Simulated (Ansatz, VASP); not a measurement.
AlV2N3 in VASP and in Ansatz

Contents of INCAR:

```
PREC = Accurate
ENCUT = 600
EDIFF = 1E-6
ISMEAR = 0
SIGMA = 0.1
LREAL = F
LASPH = T
NELM = 60
ALGO = Normal
ISIF = 3
LWAVE = F
LCHARG = F
GGA = PE
IBRION = 2
NSW = 100
EDIFFG = -0.01
```

The input KPOINTS:

```
Automatic mesh
0
Gamma
  12 12 6
```

The input POSCAR:

```
AlV2N3
1.0
    2.9299266882      0.0000000000      0.0000000000
   -1.4649633441      2.5373909432      0.0000000000
    0.0000000000      0.0000000000      7.0397807599
Al V N
1 2 3
Direct
    0.0000000000      0.0000000000      0.5000000000
    0.6666666667      0.3333333333      0.8523654364
    0.3333333333      0.6666666667      0.1476345636
    0.3333333333      0.6666666667      0.6620015939
    0.6666666667      0.3333333333      0.3379984061
    0.0000000000      0.0000000000      0.0000000000
```

Input for Ansatz:

```yaml
crystal:
  lattice:
    - [2.9299266882, 0.0, 0.0]
    - [-1.4649633441, 2.5373909432, 0.0]
    - [0.0, 0.0, 7.0397807599]
  atoms:
    - { symbol: Al, position: [0.0, 0.0, 0.5] }
    - { symbol: V, position: [0.6666666667, 0.3333333333, 0.8523654364] }
    - { symbol: V, position: [0.3333333333, 0.6666666667, 0.1476345636] }
    - { symbol: "N", position: [0.3333333333, 0.6666666667, 0.6620015939] }
    - { symbol: "N", position: [0.6666666667, 0.3333333333, 0.3379984061] }
    - { symbol: "N", position: [0.0, 0.0, 0.0] }
basis:
  ecutwfc: 420
kpoints:
  mp_grid: { grid: [12, 12, 6] }
hamiltonian:
  xc: pbe
scf:
  occupations: { method: gaussian, width: 0.1 }
output:
  forces: true
  stress: true
  eigenvalues: true
relax:
  adjacent_minimum: "off"
  f_tol: 0.01
  max_steps: 80
  cell: { stress_tol: 0.05 }
```

Alike in both runs: task relaxation of cell and atoms; functional PBE; k mesh 12 × 12 × 6; occupations gaussian, width 0.1 eV; no spin polarisation.

|  | VASP | Ansatz |
| --- | --- | --- |
| version | VASP 6.6.1 | Ansatz 0.2.0 |
| potentials or method | VASP PAW PBE potentials, release 64 (Al, V_sv, N), cutoff 600 eV | scalar-relativistic, plane waves, PAW |
| valence electrons in the cell | 44 | 44 |

Ansatz gave:

| Quantity | Value |
| --- | --- |
| gap on the k mesh at the Fermi level, each at its own relaxed structure (eV) | none |
| relaxed volume (Å³/atom) | 8.72 |
| relaxed cell length with the largest relative difference (Å) | 7.054 |

Task: What did VASP give for the same quantities?

Result: gap on the k mesh at the Fermi level, each at its own relaxed structure (eV): none; relaxed volume (Å³/atom): 8.73; relaxed cell length with the largest relative difference (Å): 7.058.

A gap of «none» marks a metal or a gap that the smearing closes.
